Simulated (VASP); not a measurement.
# KF (Carobbiite) in VASP: further runs

Runs on KF (Carobbiite). Level: PBE. Tasks: single point.

Everything below comes from runs of VASP 6.6.1. Logs are shortened: lines on timing, memory, paths and dates and some standing lists are left out, and cuts for length are marked.

### Step 1. The cell of the first run

It takes space group Fm-3m (No. 225, cubic). The conventional cell has a = 5.584 Å, b = 5.584 Å, c = 5.584 Å, α = 90.00°, β = 90.00°, γ = 90.00°. K (site symmetry m-3m) has 6 F at 2.79 Å within 3.7 Å. Within 3.7 Å of F (site symmetry m-3m) lie 6 K at 2.79 Å.

### Step 2. Single point, PBE (strain +5.0%)

The input, INCAR:

```
SYSTEM = KF
  PREC = Accurate
  ENCUT = 520
  EDIFF = 1E-6
  ISMEAR = 0
  SIGMA = 0.01
  LREAL = .False.
  LASPH = .True.
  NELM = 60
  ALGO = Normal
  ISIF = 2
  LWAVE = .False.
  LCHARG = .False.
  GGA = PE
  NBANDS = 15
```

The input, KPOINTS:

```
regular mesh
0
Gamma
  4 4 4
  0 0 0
```

The input, POSCAR:

```
KF
1.0
    0.0000000000      2.7919045115      2.7919045115
    2.7919045115      0.0000000000      2.7919045115
    2.7919045115      2.7919045115      0.0000000000
K F
1 1
Direct
    0.0000000000      0.0000000000      0.0000000000
    0.5000000000      0.5000000000      0.5000000000
```

Potentials or basis: VASP PAW PBE potentials, release 64 (K_sv, F).

Launch:

```sh
cat potpaw_PBE.64/K_sv/POTCAR potpaw_PBE.64/F/POTCAR > POTCAR
mpirun -np 1 vasp_std > vasp.out
```

OUTCAR:

```text
SYSTEM = KF
   PREC = Accurate
   ENCUT = 520
   EDIFF = 1E-6
   ISMEAR = 0
   LREAL = .False.
   LASPH = .True.
   NELM = 60
   ISIF = 2
   GGA = PE

 ion  position               nearest neighbor table
   1  0.000  0.000  0.000-   2 2.79   2 2.79   2 2.79   2 2.79   2 2.79   2 2.79
   2  0.500  0.500  0.500-   1 2.79   1 2.79   1 2.79   1 2.79   1 2.79   1 2.79

  LATTYP: Found a face centered cubic cell.
 ALAT       =     5.5838090230

  Lattice vectors:

 A1 = (   0.0000000000,   2.7919045115,   2.7919045115)
 A2 = (   2.7919045115,   0.0000000000,   2.7919045115)
 A3 = (   2.7919045115,   2.7919045115,   0.0000000000)

Analysis of symmetry for initial positions (statically):
=====================================================================
 Subroutine PRICEL returns:
 Original cell was already a primitive cell.

 Routine SETGRP: Setting up the symmetry group for a
 face centered cubic supercell.

 Subroutine GETGRP returns: Found 48 space group operations
 (whereof 48 operations were pure point group operations)
 out of a pool of 48 trial point group operations.

The static configuration has the point symmetry O_h .

Analysis of symmetry for dynamics (positions and initial velocities):
=====================================================================
 Subroutine PRICEL returns:
 Original cell was already a primitive cell.

 Routine SETGRP: Setting up the symmetry group for a
 face centered cubic supercell.

 Subroutine GETGRP returns: Found 48 space group operations
 (whereof 48 operations were pure point group operations)
 out of a pool of 48 trial point group operations.

The dynamic configuration has the point symmetry O_h .

 Subroutine INISYM returns: Found 48 space group operations
 (whereof 48 operations are pure point group operations),
 and found     1 'primitive' translations

----------------------------------------------------------------------------------------

                                     Primitive cell

  volume of cell :      43.5243

  direct lattice vectors                    reciprocal lattice vectors
     0.000000000  2.791904511  2.791904511    -0.179089220  0.179089220  0.179089220
     2.791904511  0.000000000  2.791904511     0.179089220 -0.179089220  0.179089220
     2.791904511  2.791904511  0.000000000     0.179089220  0.179089220 -0.179089220

  length of vectors
     3.948349225  3.948349225  3.948349225     0.310191627  0.310191627  0.310191627

  position of ions in fractional coordinates (direct lattice)
     0.000000000  0.000000000  0.000000000
     0.500000000  0.500000000  0.500000000

  ion indices of the primitive-cell ions
   primitive index   ion index
                 1           1
                 2           2

----------------------------------------------------------------------------------------

 KPOINTS: regular mesh

Automatic generation of k-mesh.
 Grid dimensions read from file:
 generate k-points for:    4    4    4

 Generating k-lattice:

  Cartesian coordinates                     Fractional coordinates (reciprocal lattice)
    -0.044772305  0.044772305  0.044772305     0.250000000  0.000000000  0.000000000
     0.044772305 -0.044772305  0.044772305     0.000000000  0.250000000  0.000000000
     0.044772305  0.044772305 -0.044772305     0.000000000  0.000000000  0.250000000

  Length of vectors
     0.077547907  0.077547907  0.077547907

  Shift w.r.t. Gamma in fractional coordinates (k-lattice)
     0.000000000  0.000000000  0.000000000

 Subroutine IBZKPT returns following result:
 ===========================================

 Found      8 irreducible k-points:

 Following reciprocal coordinates:
            Coordinates               Weight
  0.000000  0.000000  0.000000      1.000000
  0.250000  0.000000  0.000000      8.000000
  0.500000  0.000000  0.000000      4.000000
  0.250000  0.250000  0.000000      6.000000
  0.500000  0.250000  0.000000     24.000000
 -0.250000  0.250000  0.000000     12.000000
  0.500000  0.500000  0.000000      3.000000
 -0.250000  0.500000  0.250000      6.000000
   k-points           NKPTS =      8   k-points in BZ     NKDIM =      8   number of bands    NBANDS=     15
   number of dos      NEDOS =    301   number of ions     NIONS =      2
   total plane-waves  NPLWV =  27000
   dimension x,y,z NGX =    30 NGY =   30 NGZ =   30
   dimension x,y,z NGXF=    60 NGYF=   60 NGZF=   60
   ions per type =               1   1
   NGX,Y,Z   is equivalent  to a cutoff of  12.63, 12.63, 12.63 a.u.
   NGXF,Y,Z  is equivalent  to a cutoff of  25.26, 25.26, 25.26 a.u.
 SYSTEM =  KF
   PREC   = accura    normal or accurate (medium, high low for compatibility)
   ISTART =      0    job   : 0-new  1-cont  2-samecut
   ICHARG =      2    charge: 1-file 2-atom 10-const
   ISPIN  =      1    spin polarized calculation?
   LNONCOLLINEAR =      F non collinear calculations
   LSORBIT =      F    spin-orbit coupling
   LASPH  =      T    aspherical Exc in radial PAW
   ENCUT  =  520.0 eV  38.22 Ry    6.18 a.u.   7.34  7.34  7.34*2*pi/ulx,y,z
   NELM   =     60;   NELMIN=  2; NELMDL= -5     # of ELM steps
   EDIFF  = 0.1E-05   stopping-criterion for ELM
   LREAL  =      F    real-space projection
   EDIFFG = 0.1E-04   stopping-criterion for IOM
   NSW    =      0    number of steps for IOM
   IBRION =     -1    ionic relax: 0-MD 1-quasi-New 2-CG
   NFREE  =      0    steps in history (QN), initial steepest desc. (CG)
   ISIF   =      2    stress and relaxation
   ISYM   =      2    0-nonsym 1-usesym 2-fastsym
   POTIM  = 0.5000    time-step for ionic-motion
   TEBEG  =    0.0;   TEEND  =   0.0 temperature during run
   PSTRESS=    0.0 pullay stress
   NELECT =      16.0000    total number of electrons
   NUPDOWN=      -1.0000    fix difference up-down
   EMIN   =  10.00;   EMAX   =-10.00  energy-range for DOS
   EFERMI =   0.00;   METHOD = LEGACY
   ISMEAR =     0;   SIGMA  =   0.01  broadening in eV -4-tet -1-fermi 0-gaus
   EFERMI_NEDOS =   21; number of points for ismear=-14 and -15
   IALGO  =     38    algorithm
   IMIX   =      4    mixing-type and parameters
     AMIX     =   0.40;   BMIX     =  1.00
     AMIX_MAG =   1.60;   BMIX_MAG =  1.00
  volume/ion in A,a.u.               =      21.76       146.86
  Fermi-wavevector in a.u.,A,eV,Ry     =   1.172747  2.216170 18.712570  1.375335
  Thomas-Fermi vector in A             =   2.309171
   LORBIT       =      0    0 simple, 1 ext, 2 COOP (PROOUT), +10 PAW based schemes
   GGA     = PE    functional components
   LHFCALC =     F    Hartree Fock is set to
   AEXX    =    0.0000 exact exchange contribution
   IVDW    =     0    specifies the selected vdW correction
   LEPSILON=     F    determine dielectric tensor
   LRPA    =     F    only Hartree local field effects (RPA)
 non-spin polarized calculation
 Gauss-broadening in eV      SIGMA  =   0.01
  energy-cutoff  :      520.00
  volume of cell :       43.52
 maximum number of plane-waves:      1211
 NGX is ok and might be reduce to    30
   NGX = 15   NGY = 15   NGZ = 15

 number of electron      16.0000007 magnetization

 Free energy of the ion-electron system (eV)
  ---------------------------------------------------
  ext. energy  EPLUGINS =         0.00000000
  ---------------------------------------------------
  free energy    TOTEN  =        -8.27697132 eV

  energy without entropy =       -8.27697132  energy(sigma->0) =       -8.27697132

 E-fermi :  -3.0218     XC(G=0):  -7.8250

 val. band max:       -3.1144502798   @ k =   0.0000   0.0000   0.0000
 cond. band min:       2.4103239866   @ k =   0.0000   0.0000   0.0000
 fundamental gap:      5.5247742664
 Fermi energy:        -3.0217634665

 k-point     1 :       0.0000    0.0000    0.0000
  band No.  band energies     occupation
      1     -29.6459      2.00000
      2     -21.7029      2.00000
      3     -12.9724      2.00000
      4     -12.9724      2.00000
      5     -12.9724      2.00000
      6      -3.1145      2.00000
      7      -3.1145      2.00000
      8      -3.1145      2.00000
      9       2.4103      0.00000
     10       7.1792      0.00000
     11       7.1792      0.00000
     12       7.1792      0.00000
     13       8.6851      0.00000
     14       8.6851      0.00000
     15      12.9488      0.00000

 k-point     2 :       0.2500    0.0000    0.0000
  band No.  band energies     occupation
      1     -29.6209      2.00000
      2     -21.7216      2.00000
      3     -13.0755      2.00000
      4     -12.9870      2.00000
      5     -12.9870      2.00000
      6      -3.4770      2.00000
      7      -3.2432      2.00000
      8      -3.2432      2.00000
      9       3.7834      0.00000
     10       6.5546      0.00000
     11       7.8034      0.00000
     12       7.8034      0.00000
     13       9.1519      0.00000
     14       9.1519      0.00000
     15      14.2352      0.00000

 k-point     3 :       0.5000    0.0000    0.0000
  band No.  band energies     occupation
      1     -29.5956      2.00000
      2     -21.7408      2.00000
      3     -13.1768      2.00000
      4     -13.0014      2.00000
      5     -13.0014      2.00000
      6      -3.7720      2.00000
      7      -3.3678      2.00000
      8      -3.3678      2.00000
      9       5.3957      0.00000
     10       6.5490      0.00000
     11       8.3312      0.00000
     12       8.3312      0.00000
     13      10.3374      0.00000
     14      10.3374      0.00000
     15      11.6228      0.00000
[... 55 lines left out ...]
 k-point     7 :       0.5000    0.5000    0.0000
  band No.  band energies     occupation
      1     -29.5835      2.00000
      2     -21.6992      2.00000
      3     -13.3344      2.00000
      4     -13.1101      2.00000
      5     -13.1101      2.00000
      6      -3.3694      2.00000
      7      -3.1903      2.00000
      8      -3.1903      2.00000
      9       4.9416      0.00000
     10       6.4714      0.00000
     11       7.6842      0.00000
     12       9.7938      0.00000
     13      10.3035      0.00000
     14      10.3035      0.00000
     15      11.3165      0.00000

 k-point     8 :      -0.2500    0.5000    0.2500
  band No.  band energies     occupation
      1     -29.5823      2.00000
      2     -21.7127      2.00000
      3     -13.2230      2.00000
      4     -13.2230      2.00000
      5     -13.0413      2.00000
      6      -3.4309      2.00000
      7      -3.3015      2.00000
      8      -3.3015      2.00000
      9       6.1544      0.00000
     10       6.1544      0.00000
     11       7.3587      0.00000
     12       9.2974      0.00000
     13      10.3110      0.00000
     14      10.5893      0.00000
     15      11.7439      0.00000

------------------------ aborting loop because EDIFF is reached ----------------------------------------

  FORCE on cell =-STRESS in cart. coord.  units (eV):
  Direction    XX          YY          ZZ          XY          YZ          ZX
  --------------------------------------------------------------------------------------
  -------------------------------------------------------------------------------------
  Total       -0.5738968     -0.5738968     -0.5738968      0.0000000      0.0000000      0.0000000
  in kB      -21.1257770    -21.1257770    -21.1257770      0.0000000      0.0000000      0.0000000
  external PRESSURE =     -21.1257770 kB  Pullay stress =       0.0000000 kB

 VOLUME and BASIS-vectors are now :
 -----------------------------------------------------------------------------
  energy-cutoff  :      520.00
  volume of cell :       43.52
      direct lattice vectors                 reciprocal lattice vectors
     0.000000000  2.791904511  2.791904511    -0.179089220  0.179089220  0.179089220
     2.791904511  0.000000000  2.791904511     0.179089220 -0.179089220  0.179089220
     2.791904511  2.791904511  0.000000000     0.179089220  0.179089220 -0.179089220

 POSITION                                       TOTAL-FORCE (eV/Angst)
 -----------------------------------------------------------------------------------
      0.00000      0.00000      0.00000         0.000000     -0.000000      0.000000
      2.79190      2.79190      2.79190        -0.000000      0.000000     -0.000000
 -----------------------------------------------------------------------------------
    total drift:                                0.000000      0.000000      0.000000

  FREE ENERGIE OF THE ION-ELECTRON SYSTEM (eV)
  ---------------------------------------------------
  free  energy   TOTEN  =        -8.2769713239 eV

  energy  without entropy=       -8.2769713239  energy(sigma->0) =       -8.27697132
```

Run time: 4.2 s. Hardware: 1 thread of AMD EPYC 9R45 (Zen 5), shared host; peak memory 0.13 GiB.

Results:

| Item | Value |
| --- | --- |
| Free energy | -8.2770 eV |
| Pressure | -2.1 GPa |
| Band gap on the k mesh | 5.52 eV, direct |

Caveat: the k points lie up to 0.49 Å⁻¹ apart; the cell differs from its parent crystal (strain +5.0%).

### Step 3. Single point, PBE (uniaxial x strain +0.7%)

The input, INCAR:

```
SYSTEM = KF
ALGO = Normal ; EDIFF = 1E-7
ENCUT = 520 ; GGA = PE
ISIF = 2 ; ISMEAR = 0
LASPH = .TRUE. ; LCHARG = .TRUE.
LELF = .TRUE. ; LREAL = .FALSE.
LVHAR = .TRUE. ; LWAVE = .FALSE.
NBANDS = 15 ; NELM = 60
PREC = Accurate ; SIGMA = 0.01
```

The input, KPOINTS:

```
k-points
0
G
  4 4 4
  0 0 0
```

The input, POSCAR:

```
KF
1.0
    0.0000000000      2.6589566777      2.6589566777
    2.6778352701      0.0000000000      2.6589566777
    2.6778352701      2.6589566777      0.0000000000
K F
1 1
Direct
    0.0000000000      0.0000000000      0.0000000000
    0.5000000000      0.5000000000      0.5000000000
```

Potentials or basis: VASP PAW PBE potentials, release 64 (K_sv, F).

Launch:

```sh
cat potpaw_PBE.64/K_sv/POTCAR potpaw_PBE.64/F/POTCAR > POTCAR
mpirun -np 1 vasp_std > vasp.out
```

Wall time 5.6 s (1 thread of AMD EPYC 9R45 (Zen 5), shared host); peak memory 0.12 GiB.

Results (log left out):

```yaml
Free_energy: -8.2866 eV
Pressure: 1.7 GPa
Band_gap_on_the_k_mesh: 6.20 eV, direct
```

Stress tensor (GPa, compression positive):
```
1.41 0.00 0.00
0.00 1.84 0.00
0.00 0.00 1.84
```

Levels at points of the mesh, in eV from the valence-band top:
| k point | band 6 | band 7 | band 8 | band 9 | band 10 | band 11 |
| --- | --- | --- | --- | --- | --- | --- |
| (0.00, 0.00, 0.00) | -0.01 | 0.00 | 0.00 | 6.20 | 10.67 | 10.71 |
| (0.50, 0.00, 0.00) | -0.80 | -0.36 | -0.36 | 9.10 | 10.66 | 12.08 |
| (0.50, 0.50, 0.00) | -0.21 | -0.07 | -0.06 | 8.19 | 10.34 | 11.89 |
| (0.00, 0.50, 0.50) | -0.22 | -0.05 | -0.05 | 8.22 | 10.34 | 11.82 |

Caveat: the k points lie up to 0.51 Å⁻¹ apart; the cell differs from its parent crystal (uniaxial x strain +0.7%).

### Step 4. Single point, PBE

This run uses another cell than the first one, of 18.80 Å³/atom, 0.864 times its volume.

The input, INCAR:

```
SYSTEM = KF
ALGO = Normal
EDIFF = 1E-7
ENCUT = 520
GGA = PE
ISIF = 2
ISMEAR = -1
LASPH = .TRUE.
LCHARG = .FALSE.
LREAL = .FALSE.
LWAVE = .FALSE.
NBANDS = 15
NELM = 60
PREC = Accurate
SIGMA = 0.02
```

The input, KPOINTS:

```
k-points
0
G
  8 8 8
  0 0 0
```

The input, POSCAR:

```
KF
1.0
    0.0000000000      2.6589566777      2.6589566777
    2.6589566777      0.0000000000      2.6589566777
    2.6589566777      2.6589566777      0.0000000000
K F
1 1
Direct
    0.0000000000      0.0000000000      0.0000000000
    0.5000000000      0.5000000000      0.5000000000
```

Launch:

```sh
cat potpaw_PBE.64/K_sv/POTCAR potpaw_PBE.64/F/POTCAR > POTCAR
mpirun -np 1 vasp_std > vasp.out
```

Wall time 9 s (1 thread of AMD EPYC 9R45 (Zen 5), shared host); peak memory 0.12 GiB.

The run converged. Its results:

* Free energy: -8.2836 eV
* Pressure: 2.0 GPa
* Band gap on the k mesh: 6.24 eV, direct

Levels at points of the mesh, in eV from the valence-band top:
| k point | band 4 | band 5 | band 6 | band 7 | band 8 | band 9 | band 10 | band 11 | band 12 | band 13 |
| --- | --- | --- | --- | --- | --- | --- | --- | --- | --- | --- |
| (0.00, 0.00, 0.00) | -9.34 | -9.34 | 0.00 | 0.00 | 0.00 | 6.24 | 10.72 | 10.72 | 10.72 | 12.41 |
| (0.50, 0.00, 0.00) | -9.37 | -9.37 | -0.81 | -0.36 | -0.36 | 9.13 | 10.72 | 12.14 | 12.14 | 14.40 |
| (0.50, 0.50, 0.00) | -9.56 | -9.56 | -0.21 | -0.05 | -0.05 | 8.21 | 10.38 | 11.93 | 13.69 | 14.32 |

### Step 5. Overview

| cell | k mesh | smearing | gap on the mesh (eV) | pressure (GPa) |
| --- | --- | --- | --- | --- |
| a = 3.948 Å, angles 60.0°, 2 atoms | 4 × 4 × 4 | gaussian 0.01 eV | 5.52 | -2.1 |
| a = 3.760, b = 3.774, c = 3.774 Å, angles 59.8, 60.1, 60.1°, 2 atoms | 4 × 4 × 4 | gaussian 0.01 eV | 6.20 | 1.7 |
| a = 3.760 Å, angles 60.0°, 2 atoms | 8 × 8 × 8 | fermi-dirac 0.02 eV | 6.24 | 2.0 |

Alike in all rows: task single point; level PBE; potentials or basis VASP PAW PBE potentials, release 64 (K_sv, F); no spin polarisation; cutoff (eV) 520.

Caveats: some runs use coarse meshes.

Total energies depend on the potentials used, so only differences within one code and one set of settings carry meaning.
